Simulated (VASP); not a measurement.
# AlNi (Pm-3m) in VASP: notebook

Aim: see how the results for AlNi move with the level of theory and the settings. Levels: PBE, LDA, revPBE+D3(BJ), RPBE+D3(BJ). Tasks: single point, relaxation of cell and atoms.

Everything below comes from runs of VASP 6.6.1. Logs are shortened: lines on timing, memory, paths and dates and some standing lists are left out, and cuts for length are marked.

### Step 1. The cell of the first run

It takes space group Pm-3m (No. 221, cubic). Conventional cell: a = 2.881 Å, b = 2.881 Å, c = 2.881 Å, α = 90.00°, β = 90.00°, γ = 90.00°. Ni (site symmetry m-3m) has 8 Al at 2.50 Å and 6 Ni at 2.88 Å within 3.3 Å. Within 3.3 Å of Al (site symmetry m-3m) lie 8 Ni at 2.50 Å and 6 Al at 2.88 Å.

### Step 2. Single point, PBE, collinear spin, ferromagnetic start

Input file INCAR:

```
SYSTEM = AlNi
PREC = Accurate
ENCUT = 520
EDIFF = 1E-7
ISMEAR = 0
SIGMA = 0.02
LREAL = .FALSE.
LASPH = .TRUE.
NELM = 150
ALGO = Normal
ISIF = 2
LWAVE = .FALSE.
LCHARG = .TRUE.
ISPIN = 2
MAGMOM = 1 0
LORBIT = 11
LMAXMIX = 4
GGA = PE
LELF = .TRUE.
LVHAR = .TRUE.
NBANDS = 18
```

Input file KPOINTS:

```
Automatic mesh
0
G
  9 9 9
  0 0 0
```

Input file POSCAR:

```
AlNi
1.0
    2.8810000000      0.0000000000      0.0000000000
    0.0000000000      2.8810000000      0.0000000000
    0.0000000000      0.0000000000      2.8810000000
Ni Al
1 1
Direct
    0.5000000000      0.5000000000      0.5000000000
    0.0000000000      0.0000000000      0.0000000000
```

Potentials or basis: VASP PAW PBE potentials, release 64 (Ni, Al).

Launch:

```
cat potpaw_PBE.64/Ni/POTCAR potpaw_PBE.64/Al/POTCAR > POTCAR
mpirun -np 1 vasp_std > vasp.out
```

OUTCAR:

```text
SYSTEM = AlNi
   PREC = Accurate
   ENCUT = 520
   EDIFF = 1E-7
   ISMEAR = 0
   LREAL = .FALSE.
   LASPH = .TRUE.
   NELM = 150
   ISIF = 2
   ISPIN = 2
   LORBIT = 11
   GGA = PE

 ion  position               nearest neighbor table
   1  0.500  0.500  0.500-   2 2.50   2 2.50   2 2.50   2 2.50   2 2.50   2 2.50   2 2.50   2 2.50

   2  0.000  0.000  0.000-   1 2.50   1 2.50   1 2.50   1 2.50   1 2.50   1 2.50   1 2.50   1 2.50

  LATTYP: Found a simple cubic cell.
 ALAT       =     2.8810000000

  Lattice vectors:

 A1 = (   2.8810000000,   0.0000000000,   0.0000000000)
 A2 = (   0.0000000000,   2.8810000000,   0.0000000000)
 A3 = (   0.0000000000,   0.0000000000,   2.8810000000)

Analysis of symmetry for initial positions (statically):
=====================================================================
 Subroutine PRICEL returns:
 Original cell was already a primitive cell.

 Routine SETGRP: Setting up the symmetry group for a
 simple cubic supercell.

 Subroutine GETGRP returns: Found 48 space group operations
 (whereof 48 operations were pure point group operations)
 out of a pool of 48 trial point group operations.

The static configuration has the point symmetry O_h .

Analysis of symmetry for dynamics (positions and initial velocities):
=====================================================================
 Subroutine PRICEL returns:
 Original cell was already a primitive cell.

 Routine SETGRP: Setting up the symmetry group for a
 simple cubic supercell.

 Subroutine GETGRP returns: Found 48 space group operations
 (whereof 48 operations were pure point group operations)
 out of a pool of 48 trial point group operations.

The dynamic configuration has the point symmetry O_h .

Analysis of structural, dynamic, and magnetic symmetry:
=====================================================================
 Subroutine PRICEL returns:
 Original cell was already a primitive cell.

 Routine SETGRP: Setting up the symmetry group for a
 simple cubic supercell.

 Subroutine GETGRP returns: Found 48 space group operations
 (whereof 48 operations were pure point group operations)
 out of a pool of 48 trial point group operations.

The overall configuration has the point symmetry O_h .

 Subroutine INISYM returns: Found 48 space group operations
 (whereof 48 operations are pure point group operations),
 and found     1 'primitive' translations

----------------------------------------------------------------------------------------

                                     Primitive cell

  volume of cell :      23.9128

[... 107 lines left out ...]
     AMIX     =   0.40;   BMIX     =  1.00
     AMIX_MAG =   1.60;   BMIX_MAG =  1.00
  volume/ion in A,a.u.               =      11.96        80.69
  Fermi-wavevector in a.u.,A,eV,Ry     =   1.336122  2.524904 24.289410  1.785221
  Thomas-Fermi vector in A             =   2.464773
   LORBIT       =     11    0 simple, 1 ext, 2 COOP (PROOUT), +10 PAW based schemes
   GGA     = PE    functional components
   LHFCALC =     F    Hartree Fock is set to
   AEXX    =    0.0000 exact exchange contribution
   IVDW    =     0    specifies the selected vdW correction
   LEPSILON=     F    determine dielectric tensor
   LRPA    =     F    only Hartree local field effects (RPA)
 spin polarized calculation
 Gauss-broadening in eV      SIGMA  =   0.02
  energy-cutoff  :      520.00
  volume of cell :       23.91
 maximum number of plane-waves:       656
 NGX is ok and might be reduce to    24
   NGX = 11   NGY = 11   NGZ = 11

 number of electron      13.0000015 magnetization      -0.0007404

 number of electron      13.0000015 magnetization       0.0000920

 Free energy of the ion-electron system (eV)
  ---------------------------------------------------
  ext. energy  EPLUGINS =         0.00000000
  ---------------------------------------------------
  free energy    TOTEN  =       -10.53307964 eV

  energy without entropy =      -10.53303297  energy(sigma->0) =      -10.53305630

 E-fermi :  10.0424     XC(G=0): -12.0490

 val. band max:        9.9607753167   @ k =   0.3333   0.3333   0.0000
 cond. band min:      10.0711255596   @ k =   0.3333   0.1111   0.1111
 fundamental gap:      0.1103502429
 Fermi energy:        10.0423614246

 spin component 1

 k-point     1 :       0.0000    0.0000    0.0000
  band No.  band energies     occupation
      1      -1.1119      1.00000
      2       6.7885      1.00000
      3       6.7885      1.00000
      4       8.4710      1.00000
      5       8.4710      1.00000
      6       8.4710      1.00000
[... 493 lines left out ...]
     17      32.6026      0.00000
     18      36.4540      0.00000

 [... further k-points ...]

 spin component 2

 k-point     1 :       0.0000    0.0000    0.0000
  band No.  band energies     occupation
      1      -1.1119      1.00000
      2       6.7886      1.00000
      3       6.7886      1.00000
      4       8.4711      1.00000
      5       8.4711      1.00000
      6       8.4711      1.00000
[... 493 lines left out ...]
     17      32.6026      0.00000
     18      36.4540      0.00000

 [... further k-points ...]
[... 5 lines left out ...]
  --------------------------------------------------------------------------------------
  -------------------------------------------------------------------------------------
  Total        0.2848161      0.2848161      0.2848161     -0.0000000     -0.0000000      0.0000000
  in kB       19.0829406     19.0829406     19.0829406     -0.0000000     -0.0000000      0.0000000
  external PRESSURE =      19.0829406 kB  Pullay stress =       0.0000000 kB

 VOLUME and BASIS-vectors are now :
 -----------------------------------------------------------------------------
  energy-cutoff  :      520.00
  volume of cell :       23.91
      direct lattice vectors                 reciprocal lattice vectors
     2.881000000  0.000000000  0.000000000     0.347101701  0.000000000  0.000000000
     0.000000000  2.881000000  0.000000000     0.000000000  0.347101701  0.000000000
     0.000000000  0.000000000  2.881000000     0.000000000  0.000000000  0.347101701

 POSITION                                       TOTAL-FORCE (eV/Angst)
 -----------------------------------------------------------------------------------
      1.44050      1.44050      1.44050         0.000000      0.000000      0.000000
      0.00000      0.00000      0.00000         0.000000      0.000000      0.000000
 -----------------------------------------------------------------------------------
    total drift:                                0.000000      0.000000     -0.000000

  FREE ENERGIE OF THE ION-ELECTRON SYSTEM (eV)
  ---------------------------------------------------
  free  energy   TOTEN  =       -10.5330796405 eV

  energy  without entropy=      -10.5330329681  energy(sigma->0) =      -10.53305630

 total charge

# of ion       s       p       d       tot
------------------------------------------
    1        0.475   0.518   8.471   9.464
    2        0.384   0.413   0.000   0.797
--------------------------------------------------
tot          0.859   0.931   8.471  10.261

 magnetization (x)

# of ion       s       p       d       tot
------------------------------------------
    1        0.000  -0.000   0.000   0.000
    2       -0.000  -0.000   0.000  -0.000
--------------------------------------------------
tot         -0.000  -0.000   0.000   0.000
```

OSZICAR:

```text
N       E                     dE             d eps       ncg     rms          rms(c)
DAV:   1     0.470831876605E+02    0.47083E+02   -0.52999E+03  2552   0.798E+02
DAV:   2    -0.916253432269E+01   -0.56246E+02   -0.49575E+02  2714   0.163E+02
[... 12 lines left out ...]
DAV:  15    -0.105330769760E+02   -0.18078E-03   -0.20732E-04  2784   0.136E-01    0.219E-02
DAV:  16    -0.105330762221E+02    0.75389E-06   -0.22681E-05  3804   0.411E-02    0.227E-02
DAV:  17    -0.105330783085E+02   -0.20863E-05   -0.87021E-07  3238   0.846E-03    0.141E-02
DAV:  18    -0.105330795414E+02   -0.12329E-05   -0.94397E-07  2584   0.914E-03    0.425E-03
DAV:  19    -0.105330796431E+02   -0.10176E-06   -0.17201E-07  1374   0.380E-03    0.189E-04
DAV:  20    -0.105330796405E+02    0.26334E-08   -0.20946E-08  1332   0.110E-03
   1 F= -.10533080E+02 E0= -.10533056E+02  d E =-.466724E-04  mag=     0.0001
```

Wall time 21 s (1 thread of Intel Xeon Platinum 8375C at 2.90GHz (Ice Lake), shared host); peak memory 0.15 GiB.

What came out:

```yaml
Free_energy: -10.5331 eV
Pressure: 1.9 GPa
Net_moment: 0.00 μB per cell
Valence_electrons_inside_the_program's_atomic_spheres: Ni 9.46; Al 0.80
```

### Step 3. Single point, PBE, collinear spin, ferromagnetic start

Input file INCAR:

```
  PREC = Accurate
  ENCUT = 520
  EDIFF = 1E-6
  ISMEAR = 0
  SIGMA = 0.015
  LREAL = F
  LASPH = T
  NELM = 150
  ALGO = Fast
  ISIF = 2
  LWAVE = F
  LCHARG = F
  ISPIN = 2
  MAGMOM = 1 0
  LORBIT = 11
  LMAXMIX = 4
  GGA = PE
  NBANDS = 18
```

Input file KPOINTS:

```
Automatic mesh
0
Gamma
  9 9 9
```

POSCAR is that of step 2.

Potentials or basis: VASP PAW PBE potentials, release 64 (Ni, Al).

Launch:

```
cat potpaw_PBE.64/Ni/POTCAR potpaw_PBE.64/Al/POTCAR > POTCAR
mpirun -np 1 vasp_std > vasp.out
```

Run time: 18 s. Hardware: 1 thread of Intel Xeon Platinum 8375C at 2.90GHz (Ice Lake), shared host; peak memory 0.16 GiB.

It converged, with:

```
Free energy                                           : -10.5331 eV
Pressure                                              : 1.8 GPa
Net moment                                            : 0.00 μB per cell
Valence electrons inside the program's atomic spheres : Ni 9.46; Al 0.80
```

Levels at points of the mesh, in eV from the Fermi level:
Spin up:
| k point | band 3 | band 4 | band 5 | band 6 | band 7 | band 8 | band 9 | band 10 |
| --- | --- | --- | --- | --- | --- | --- | --- | --- |
| (0.00, 0.00, 0.00) | -3.26 | -1.58 | -1.58 | -1.58 | 5.48 | 5.48 | 5.48 | 8.10 |
Spin down:
```tsv
k point	band 4	band 5	band 6	band 7	band 8	band 9
(0.00, 0.00, 0.00)	-1.58	-1.58	-1.58	5.48	5.48	5.48
```

### Step 4. Relaxation of cell and atoms, LDA, collinear spin, ferromagnetic start

Input file INCAR:

```
SYSTEM = AlNi
PREC = Accurate ; ENCUT = 600
EDIFF = 1E-6 ; ISMEAR = -1
SIGMA = 0.05 ; LREAL = .FALSE.
LASPH = .TRUE. ; NELM = 150
ALGO = Normal ; ISIF = 3
LWAVE = .FALSE. ; LCHARG = .FALSE.
ISPIN = 2 ; MAGMOM = 1 0
LORBIT = 11 ; LMAXMIX = 4
GGA = CA ; IBRION = 2
NSW = 80 ; EDIFFG = -0.005
```

Input file KPOINTS:

```
Automatic mesh
0
G
  9 9 9
  0 0 0
```

POSCAR is that of step 3.

Potentials or basis: VASP PAW LDA potentials, release 64 (Ni, Al).

Launch:

```
cat potpaw_LDA.64/Ni/POTCAR potpaw_LDA.64/Al/POTCAR > POTCAR
mpirun -np 1 vasp_std > vasp.out
```

Run time: 30 s. Hardware: 1 thread of Intel Xeon Platinum 8375C at 2.90GHz (Ice Lake), shared host; peak memory 0.15 GiB.

Results (log left out):

- Free energy: -12.1961 eV
- Relaxed volume: 11.37 Å³/atom
- Relaxed cell: a = 2.833 Å, b = 2.833 Å, c = 2.833 Å, α = 90.00°, β = 90.00°, γ = 90.00°
- Space group after relaxing (to 0.05 Å): Pm-3m (No. 221)
- Energy gained by relaxing: 15.9 meV/atom
- Ionic steps: 6
- Pressure after relaxing: 0.0 GPa
- Net moment: 0.00 μB per cell
- Valence electrons inside the program's atomic spheres: Ni 9.58; Al 0.83

The path:
```csv
step,energy change (eV),largest force (eV/Å),pressure (GPa),volume (Å³)
1,0.0000,0.0000,-8.31,23.91
2,-0.0088,0.0000,8.27,21.83
3,-0.0318,0.0000,-0.09,22.75
4,-0.0318,0.0000,0.13,22.73
5,-0.0318,0.0000,-0.08,22.76
6,-0.0318,0.0000,-0.01,22.75
```

Final structure:
```cif
data_structure
_symmetry_space_group_name_H-M 'P 1'
_symmetry_Int_Tables_number 1
_cell_length_a 2.8333
_cell_length_b 2.8333
_cell_length_c 2.8333
_cell_angle_alpha 90.000
_cell_angle_beta 90.000
_cell_angle_gamma 90.000
_cell_volume 22.75
loop_
_atom_site_label
_atom_site_type_symbol
_atom_site_fract_x
_atom_site_fract_y
_atom_site_fract_z
_atom_site_occupancy
Ni1 Ni 0.50000 0.50000 0.50000 1
Al1 Al 0.00000 0.00000 0.00000 1
```

Levels at points of the mesh, in eV from the Fermi level:
Spin up:
```tsv
k point	band 4	band 5	band 6	band 7	band 8	band 9
(0.00, 0.00, 0.00)	-1.70	-1.70	-1.70	5.67	5.67	5.67
```
Spin down:
```
           k point  band 2  band 3  band 4  band 5  band 6  band 7  band 8  band 9  band 10  band 11
(0.00, 0.00, 0.00)   -3.52   -3.52   -1.70   -1.70   -1.70    5.67    5.67    5.67     8.37     8.37
```

### Step 5. Relaxation of cell and atoms, revPBE+D3(BJ), collinear spin, ferromagnetic start

Input file INCAR:

```
SYSTEM = AlNi
PREC = Accurate
ENCUT = 600
EDIFF = 1E-6
ISMEAR = -1
SIGMA = 0.05
LREAL = .FALSE.
LASPH = .TRUE.
NELM = 150
ALGO = Normal
ISIF = 3
LWAVE = .FALSE.
LCHARG = .FALSE.
ISPIN = 2
MAGMOM = 1 0
LORBIT = 11
LMAXMIX = 4
GGA = RE
IVDW = 12
IBRION = 2
NSW = 80
EDIFFG = -0.005
```

Input file KPOINTS:

```
regular mesh
0
G
  9 9 9
  0 0 0
```

POSCAR is that of step 4.

Potentials or basis: VASP PAW PBE potentials, release 64 (Ni, Al).

Launch:

```
cat potpaw_PBE.64/Ni/POTCAR potpaw_PBE.64/Al/POTCAR > POTCAR
mpirun -np 1 vasp_std > vasp.out
```

It took 27 s on 1 thread of Intel Xeon Platinum 8375C at 2.90GHz (Ice Lake), shared host; peak memory 0.17 GiB.

It converged, with:

| Item | Value |
| --- | --- |
| Free energy | -11.6226 eV |
| Relaxed volume | 11.44 Å³/atom |
| Relaxed cell | a = 2.839 Å, b = 2.839 Å, c = 2.839 Å, α = 90.00°, β = 90.00°, γ = 90.00° |
| Space group after relaxing (to 0.05 Å) | Pm-3m (No. 221) |
| Energy gained by relaxing | 12.1 meV/atom |
| Ionic steps | 3 |
| Pressure after relaxing | 0.0 GPa |
| Net moment | 0.00 μB per cell |
| Valence electrons inside the program's atomic spheres | Ni 9.54; Al 0.82 |
| Dispersion energy per atom | -0.888 eV |

Step by step:
| step | energy change (eV) | largest force (eV/Å) | pressure (GPa) | volume (Å³) |
| --- | --- | --- | --- | --- |
| 1 | 0.0000 | 0.0000 | -7.16 | 23.91 |
| 2 | -0.0087 | 0.0000 | 6.60 | 22.11 |
| 3 | -0.0241 | 0.0000 | -0.04 | 22.88 |

Final structure:
```xyz
2
Lattice="2.8391 0.0000 0.0000 0.0000 2.8391 0.0000 0.0000 0.0000 2.8391" Properties=species:S:1:pos:R:3 pbc="T T T"
Ni    1.4195    1.4195    1.4195
Al    0.0000    0.0000    0.0000
```

Levels at points of the mesh, in eV from the Fermi level:
Spin up:
| k point | band 3 | band 4 | band 5 | band 6 | band 7 | band 8 | band 9 | band 10 |
| --- | --- | --- | --- | --- | --- | --- | --- | --- |
| (0.00, 0.00, 0.00) | -3.47 | -1.66 | -1.66 | -1.66 | 5.70 | 5.70 | 5.70 | 8.21 |
Spin down:
```csv
k point,band 3,band 4,band 5,band 6,band 7,band 8,band 9,band 10
"(0.00, 0.00, 0.00)",-3.47,-1.66,-1.66,-1.66,5.70,5.70,5.70,8.21
```

Caveat: the PAW data sets were made with another functional, which shifts forces and pressure a little; pairwise dispersion overbinds metals, which lowers pressure and volume.

### Step 6. Single point, RPBE+D3(BJ), collinear spin, ferromagnetic start

This run uses another cell than the first one, of 10.39 Å³/atom, 0.869 times its volume.

Input file INCAR:

```
SYSTEM = AlNi
ALGO = Fast
EDIFF = 1E-7
ENCUT = 520
GGA = RP
ISIF = 2
ISMEAR = -1
ISPIN = 2
IVDW = 12
LASPH = .True.
LCHARG = .False.
LMAXMIX = 4
LORBIT = 11
LREAL = .False.
LWAVE = .False.
MAGMOM = 1 0
NBANDS = 18
NELM = 150
PREC = Accurate
SIGMA = 0.05
```

Input file KPOINTS:

```
k-points
0
Gamma
  9 9 9
  0 0 0
```

Input file POSCAR:

```
AlNi
1.0
    2.7488505236      0.0000000000      0.0000000000
    0.0000000000      2.7488505236      0.0000000000
    0.0000000000      0.0000000000      2.7488505236
Ni Al
1 1
Direct
    0.5000000000      0.5000000000      0.5000000000
    0.0000000000      0.0000000000      0.0000000000
```

Potentials or basis: VASP PAW PBE potentials, release 64 (Ni, Al).

Launch:

```
cat potpaw_PBE.64/Ni/POTCAR potpaw_PBE.64/Al/POTCAR > POTCAR
mpirun -np 1 vasp_std > vasp.out
```

Wall time 10 s (1 thread of Intel Xeon 6975P-C (Granite Rapids), shared host); peak memory 0.15 GiB.

Results (log left out):

```yaml
Free_energy: -14.5975 eV
Pressure: -0.4 GPa
Net_moment: 0.00 μB per cell
Valence_electrons_inside_the_program's_atomic_spheres: Ni 9.73; Al 0.89
Dispersion_energy_per_atom: -2.631 eV
```

Levels at points of the mesh, in eV from the Fermi level:
Spin up:
```
           k point  band 4  band 5  band 6  band 7  band 8  band 9
(0.00, 0.00, 0.00)   -1.93   -1.93   -1.93    6.10    6.10    6.10
```
Spin down:
| k point | band 4 | band 5 | band 6 | band 7 | band 8 | band 9 |
| --- | --- | --- | --- | --- | --- | --- |
| (0.00, 0.00, 0.00) | -1.93 | -1.93 | -1.93 | 6.10 | 6.10 | 6.10 |

Caveat: the PAW data sets were made with another functional, which shifts forces and pressure a little; pairwise dispersion overbinds metals, which lowers pressure and volume.

### Step 7. The runs side by side

```csv
task,level,potentials or basis,cell,cutoff (eV),smearing,gap on the mesh (eV),pressure (GPa),moment (μB),relaxed volume (Å³/atom)
single point,PBE,"VASP PAW PBE potentials, release 64 (Ni, Al)","a = 2.881 Å, 2 atoms",520,gaussian 0.02 eV,none,1.9,0.00,-
single point,PBE,"VASP PAW PBE potentials, release 64 (Ni, Al)","a = 2.881 Å, 2 atoms",520,gaussian 0.015 eV,none,1.8,0.00,-
relaxation of cell and atoms,LDA,"VASP PAW LDA potentials, release 64 (Ni, Al)","relaxed from a = 2.881 Å, 2 atoms",600,fermi-dirac 0.05 eV,none,0.0,0.00,11.37
relaxation of cell and atoms,revPBE+D3(BJ),"VASP PAW PBE potentials, release 64 (Ni, Al)","relaxed from a = 2.881 Å, 2 atoms",600,fermi-dirac 0.05 eV,none,0.0,0.00,11.44
single point,RPBE+D3(BJ),"VASP PAW PBE potentials, release 64 (Ni, Al)","a = 2.749 Å, 2 atoms",520,fermi-dirac 0.05 eV,none,-0.4,0.00,-
```

Alike in all rows: spin collinear, ferromagnetic start; k mesh 9 × 9 × 9.

Caveats: the PAW data sets were made with another functional, which shifts forces and pressure a little (some runs); pairwise dispersion overbinds metals, which lowers pressure and volume (some runs).

Total energies depend on the potentials used, so only differences within one code and one set of settings carry meaning.
